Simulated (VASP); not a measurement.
# TaS2 (P-3m1) in VASP: notebook, part 2 of 3

VASP 6.6.1. Earlier steps stand in the parts before.

## Step 4: Electric field gradients, PBE (volume scaled by 1.01)

INCAR

```
SYSTEM = TaS2
ALGO     = Normal         ! electronic algorithm
EDIFF    = 1E-8           ! SCF threshold, eV
ENCUT    = 400            ! plane-wave cutoff, eV
GGA      = PE             ! functional
GGA_COMPAT= .False.      
ISIF     = 2              ! what is computed and relaxed
ISMEAR   = -1             ! smearing method
LASPH    = .True.         ! aspherical terms in the spheres
LCHARG   = .False.        ! write CHGCAR
LEFG     = .True.       
LREAL    = .False.        ! projectors in reciprocal space
LWAVE    = .False.        ! write WAVECAR
NBANDS   = 18             ! bands
NELM     = 120            ! most SCF steps
PREC     = Accurate       ! precision mode
SIGMA    = 0.03           ! smearing width, eV
```

KPOINTS

```
k-points
0
Gamma
  9 9 5
  0 0 0
```

POSCAR

```
TaS2
1.0
    3.3611317775      0.0000000000      0.0000000000
   -1.6805658888      2.9108255048      0.0000000000
    0.0000000000      0.0000000000      5.8794685816
Ta S
1 2
Direct
    0.0000000000      0.0000000000      0.0000000000
    0.3333333333      0.6666666667      0.2500000000
    0.6666666667      0.3333333333      0.7500000000
```

Potentials or basis: VASP PAW PBE potentials, release 64 (Ta_pv, S).

Run with:

```
$ cat potpaw_PBE.64/Ta_pv/POTCAR potpaw_PBE.64/S/POTCAR > POTCAR
$ mpirun -np 1 vasp_std > vasp.out
```

OUTCAR:

```text
SYSTEM = TaS2
   EDIFF = 1E-8
   ENCUT = 400
   GGA = PE
   ISIF = 2
   ISMEAR = -1
   LASPH = .True.
   LREAL = .False.
   NELM = 120
   PREC = Accurate

 ion  position               nearest neighbor table
   1  0.000  0.000  0.000-   2 2.43   3 2.43   3 2.43   2 2.43   3 2.43   2 2.43
   2  0.333  0.667  0.250-   1 2.43   1 2.43   1 2.43
   3  0.667  0.333  0.750-   1 2.43   1 2.43   1 2.43

  LATTYP: Found a hexagonal cell.
 ALAT       =     3.3611317775
 C/A-ratio  =     1.7492526241

  Lattice vectors:

 A1 = (   3.3611317775,   0.0000000000,   0.0000000000)
 A2 = (  -1.6805658888,   2.9108255048,   0.0000000000)
 A3 = (   0.0000000000,   0.0000000000,   5.8794685816)

[... 701 lines left out ...]
  energy-cutoff  :      400.00
  volume of cell :       57.52
      direct lattice vectors                 reciprocal lattice vectors
     3.361131777  0.000000000  0.000000000     0.297518832  0.171772578  0.000000000
    -1.680565889  2.910825505  0.000000000     0.000000000  0.343545155  0.000000000
     0.000000000  0.000000000  5.879468582     0.000000000  0.000000000  0.170083399

 POSITION                                       TOTAL-FORCE (eV/Angst)
 -----------------------------------------------------------------------------------
      0.00000      0.00000      0.00000        -0.000000     -0.000000      0.000000
     -0.00000      1.94055      1.46987         0.000000      0.000000      1.079906
      1.68057      0.97028      4.40960        -0.000000     -0.000000     -1.079906
 -----------------------------------------------------------------------------------
    total drift:                               -0.000000      0.000000      0.000000

  FREE ENERGIE OF THE ION-ELECTRON SYSTEM (eV)
  ---------------------------------------------------
  free  energy   TOTEN  =       -23.0446948565 eV

  energy  without entropy=      -23.0384246523  energy(sigma->0) =      -23.04155975

 Electric field gradients (V/A^2)
---------------------------------------------------------------------
 ion       V_xx      V_yy      V_zz      V_xy      V_xz      V_yz
---------------------------------------------------------------------
   1      67.081    67.081  -134.161    -0.000    -0.000     0.000
   2       8.239     8.239   -16.478    -0.000    -0.000     0.000
   3       8.239     8.239   -16.478    -0.000    -0.000     0.000
---------------------------------------------------------------------

 Electric field gradients after diagonalization (V/A^2)
 (convention: |V_zz| > |V_xx| > |V_yy|)
----------------------------------------------------------------------
 ion       V_xx      V_yy      V_zz     asymmetry (V_yy - V_xx)/ V_zz
----------------------------------------------------------------------
   1      67.081    67.080  -134.161       0.000
   2       8.239     8.239   -16.478       0.000
   3       8.239     8.239   -16.478       0.000
----------------------------------------------------------------------

           NMR quadrupolar parameters

 Cq : quadrupolar parameter    Cq=e*Q*V_zz/h
 eta: asymmetry parameters     (V_yy - V_xx)/ V_zz
 Q  : nuclear electric quadrupole moment in mb (millibarn)
----------------------------------------------------------------------
 ion       Cq(MHz)       eta       Q (mb)
----------------------------------------------------------------------
   1      -0.324       0.000       1.000
   2      -0.040       0.000       1.000
   3      -0.040       0.000       1.000
----------------------------------------------------------------------
```

stdout:

```text
POSCAR found type information on POSCAR TaS
 POSCAR found :  2 types and       3 ions
 scaLAPACK will be used
 LDA part: xc-table for (Slater+PW92), standard interpolation
 POSCAR, INCAR and KPOINTS ok, starting setup
 FFT: planning ... GRIDC
 FFT: planning ... GRID_SOFT
 FFT: planning ... GRID
 WAVECAR not read
 entering main loop
ion   1

ion   2

ion   3
```

It took 39 s on 1 thread of AMD EPYC 7R43 (Zen 3), shared host; peak memory 0.14 GiB.

Results:

| Quantity | Value |
| --- | --- |
| Free energy | -23.0447 eV |
| Pressure | 7.6 GPa |
| Largest force | 1.080 eV/Å |

Forces in eV/Å, atoms in the order of the input:
```
Ta   0.000  0.000  0.000
S    0.000  0.000  1.080
S    0.000  0.000 -1.080
```

Electric field gradients, principal values (V/Å²):
| atom | least | middle | greatest (by size) |
| --- | --- | --- | --- |
| 1 Ta | 67.080 | 67.081 | -134.161 |
| 2 S | 8.239 | 8.239 | -16.478 |
| 3 S | 8.239 | 8.239 | -16.478 |

Caveat: without QUAD_EFG the Cq values of the log hold for a quadrupole moment of 1 mb, not for the nuclei; spin-orbit coupling is left out, which moves the levels of the heavy elements; this functional lacks dispersion, which binds the layers, so the pressure and a relaxed spacing across them are unreliable; forces of over 1 eV/Å act on the atoms, so gaps and moduli don't describe the material at rest.

## Step 5: Electric field gradients, PBE (volume scaled by 1.01)

INCAR

```
PREC = Accurate
ENCUT = 400
EDIFF = 1E-8
ISMEAR = -1
SIGMA = 0.03
LREAL = F
LASPH = T
NELM = 120
ALGO = Normal
ISIF = 2
LWAVE = F
LCHARG = F
GGA = PE
LEFG = T
NBANDS = 18
GGA_COMPAT = F
```

KPOINTS

```
Automatic mesh
0
Gamma
  9 9 5
```

POSCAR is that of step 4.

Potentials or basis: VASP PAW PBE potentials, release 64 (Ta_pv, S).

Run with:

```
$ cat potpaw_PBE.64/Ta_pv/POTCAR potpaw_PBE.64/S/POTCAR > POTCAR
$ mpirun -np 1 vasp_std > vasp.out
```

OUTCAR:

```text
PREC = Accurate
   ENCUT = 400
   EDIFF = 1E-8
   ISMEAR = -1
   LREAL = F
   LASPH = T
   NELM = 120
   ISIF = 2
   GGA = PE

 ion  position               nearest neighbor table
   1  0.000  0.000  0.000-   2 2.43   3 2.43   3 2.43   2 2.43   3 2.43   2 2.43
   2  0.333  0.667  0.250-   1 2.43   1 2.43   1 2.43
   3  0.667  0.333  0.750-   1 2.43   1 2.43   1 2.43

  LATTYP: Found a hexagonal cell.
 ALAT       =     3.3611317775
 C/A-ratio  =     1.7492526241

  Lattice vectors:

 A1 = (   3.3611317775,   0.0000000000,   0.0000000000)
 A2 = (  -1.6805658888,   2.9108255048,   0.0000000000)
 A3 = (   0.0000000000,   0.0000000000,   5.8794685816)

Analysis of symmetry for initial positions (statically):
=====================================================================
 Subroutine PRICEL returns:
 Original cell was already a primitive cell.

 Routine SETGRP: Setting up the symmetry group for a
 hexagonal supercell.

 Subroutine GETGRP returns: Found 12 space group operations
 (whereof 12 operations were pure point group operations)
 out of a pool of 24 trial point group operations.

The static configuration has the point symmetry D_3d.

Analysis of symmetry for dynamics (positions and initial velocities):
=====================================================================
 Subroutine PRICEL returns:
 Original cell was already a primitive cell.

 Routine SETGRP: Setting up the symmetry group for a
 hexagonal supercell.

 Subroutine GETGRP returns: Found 12 space group operations
 (whereof 12 operations were pure point group operations)
 out of a pool of 24 trial point group operations.

The dynamic configuration has the point symmetry D_3d.

[... 156 lines left out ...]
  band No.  band energies     occupation
      1     -29.7164      2.00000
      2     -29.7026      2.00000
      3     -29.7026      2.00000
      4      -9.5240      2.00000
      5      -7.4810      2.00000
      6      -1.3664      2.00000
[... 481 lines left out ...]
      5      -7.5513      2.00000
      6      -0.2747      2.00000
[... 10 lines left out ...]
     17      12.2787      0.00000
     18      13.0194      0.00000

 [... further k-points ...]
[... 5 lines left out ...]
  --------------------------------------------------------------------------------------
  -------------------------------------------------------------------------------------
  Total        2.1337700      2.1337700      3.9106294     -0.0000000      0.0000000     -0.0000000
  in kB       59.4317332     59.4317332    108.9224647     -0.0000000      0.0000000     -0.0000000
  external PRESSURE =      75.9286437 kB  Pullay stress =       0.0000000 kB

 VOLUME and BASIS-vectors are now :
 -----------------------------------------------------------------------------
  energy-cutoff  :      400.00
  volume of cell :       57.52
      direct lattice vectors                 reciprocal lattice vectors
     3.361131777  0.000000000  0.000000000     0.297518832  0.171772578  0.000000000
    -1.680565889  2.910825505  0.000000000     0.000000000  0.343545155  0.000000000
     0.000000000  0.000000000  5.879468582     0.000000000  0.000000000  0.170083399

 POSITION                                       TOTAL-FORCE (eV/Angst)
 -----------------------------------------------------------------------------------
      0.00000      0.00000      0.00000        -0.000000     -0.000000      0.000000
     -0.00000      1.94055      1.46987         0.000000      0.000000      1.079906
      1.68057      0.97028      4.40960        -0.000000     -0.000000     -1.079906
 -----------------------------------------------------------------------------------
    total drift:                               -0.000000      0.000000      0.000000

  FREE ENERGIE OF THE ION-ELECTRON SYSTEM (eV)
  ---------------------------------------------------
  free  energy   TOTEN  =       -23.0446948565 eV

  energy  without entropy=      -23.0384246523  energy(sigma->0) =      -23.04155975

 Electric field gradients (V/A^2)
---------------------------------------------------------------------
 ion       V_xx      V_yy      V_zz      V_xy      V_xz      V_yz
---------------------------------------------------------------------
   1      67.081    67.081  -134.161    -0.000    -0.000     0.000
   2       8.239     8.239   -16.478    -0.000    -0.000     0.000
   3       8.239     8.239   -16.478    -0.000    -0.000     0.000
---------------------------------------------------------------------

 Electric field gradients after diagonalization (V/A^2)
 (convention: |V_zz| > |V_xx| > |V_yy|)
----------------------------------------------------------------------
 ion       V_xx      V_yy      V_zz     asymmetry (V_yy - V_xx)/ V_zz
----------------------------------------------------------------------
   1      67.081    67.080  -134.161       0.000
   2       8.239     8.239   -16.478       0.000
   3       8.239     8.239   -16.478       0.000
----------------------------------------------------------------------

           NMR quadrupolar parameters

 Cq : quadrupolar parameter    Cq=e*Q*V_zz/h
 eta: asymmetry parameters     (V_yy - V_xx)/ V_zz
 Q  : nuclear electric quadrupole moment in mb (millibarn)
----------------------------------------------------------------------
 ion       Cq(MHz)       eta       Q (mb)
----------------------------------------------------------------------
   1      -0.324       0.000       1.000
   2      -0.040       0.000       1.000
   3      -0.040       0.000       1.000
----------------------------------------------------------------------
```

Wall time 43 s (1 thread of AMD EPYC 7R43 (Zen 3), shared host); peak memory 0.14 GiB.

What came out:

- Free energy: -23.0447 eV
- Pressure: 7.6 GPa
- Largest force: 1.080 eV/Å

Forces on the atoms (eV/Å):
```
Ta   0.000  0.000  0.000
S    0.000  0.000  1.080
S    0.000  0.000 -1.080
```

Levels at points of the mesh, in eV from the Fermi level:
```tsv
k point	band 7	band 8	band 9	band 10	band 11	band 12	band 13	band 14	band 15	band 16
(0.00, 0.00, 0.00)	-4.23	-4.23	-1.35	-0.81	-0.81	0.03	0.03	0.29	4.05	4.05
```

Electric field gradients, principal values (V/Å²):
```csv
atom,least,middle,greatest (by size)
1 Ta,67.080,67.081,-134.161
2 S,8.239,8.239,-16.478
3 S,8.239,8.239,-16.478
```

Caveat: without QUAD_EFG the Cq values of the log hold for a quadrupole moment of 1 mb, not for the nuclei; spin-orbit coupling is left out, which moves the levels of the heavy elements; this functional lacks dispersion, which binds the layers, so the pressure and a relaxed spacing across them are unreliable; forces of over 1 eV/Å act on the atoms, so gaps and moduli don't describe the material at rest.

(Continued in part 3 of 3.)
